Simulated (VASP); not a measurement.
Write the native input for VASP 6.6.1 that does the following.

```yaml
Task: single point
Functional: PBEsol
Potentials_or_basis: VASP PAW PBE potentials, release 64 (Sn_d, Se)
Cutoff: 520 eV
k_mesh: 4 × 4 × 3
Occupations: fermi-dirac, width 0.01 eV
Spin: no spin polarisation
Dipole_correction: no
Further_INCAR_settings: ALGO = Normal; EDIFF = 1e-07; NBANDS = 28
```

The structure of SnSe lies in POSCAR:

```
SnSe
1.0
    2.8393700937      0.0000000000      0.0000000000
   -1.4196850468      2.4589666319      0.0000000000
    0.0000000000      0.0000000000      9.7455522324
Sn Se
2 2
Direct
    0.3333333333      0.6666666667      0.0588081803
    0.6666666667      0.3333333333      0.5588081803
    0.3333333333      0.6666666667      0.3161918197
    0.6666666667      0.3333333333      0.8161918197
```

One way to write it, as run:

INCAR

```
PREC = Accurate
ENCUT = 520
EDIFF = 1E-7
ISMEAR = -1
SIGMA = 0.01
LREAL = False
LASPH = True
NELM = 100
ALGO = Normal
ISIF = 2
LWAVE = False
LCHARG = False
GGA = PS
NBANDS = 28
```

KPOINTS

```
Automatic mesh
0
Gamma
  4 4 3
```

Potentials or basis: VASP PAW PBE potentials, release 64 (Sn_d, Se).

The run is started by

```sh
$ cat potpaw_PBE.64/Sn_d/POTCAR potpaw_PBE.64/Se/POTCAR > POTCAR
$ mpirun -np 1 vasp_std > vasp.out
```

It gave:

* Pressure: 45.3 GPa
* Largest force: 0.007 eV/Å
* Band gap on the k mesh: zero (band 20 reaches 14.65 eV, above the bottom of band 21 at 10.59 eV)

Caveat: the k points lie up to 0.64 Å⁻¹ apart; the PAW data sets were made with another functional, which shifts forces and pressure a little; spin-orbit coupling is left out, which moves the levels of the heavy elements.

Wall time 22 s on 1 thread of Intel Xeon 8259CL, with other jobs on the host, peak memory 0.19 GiB.
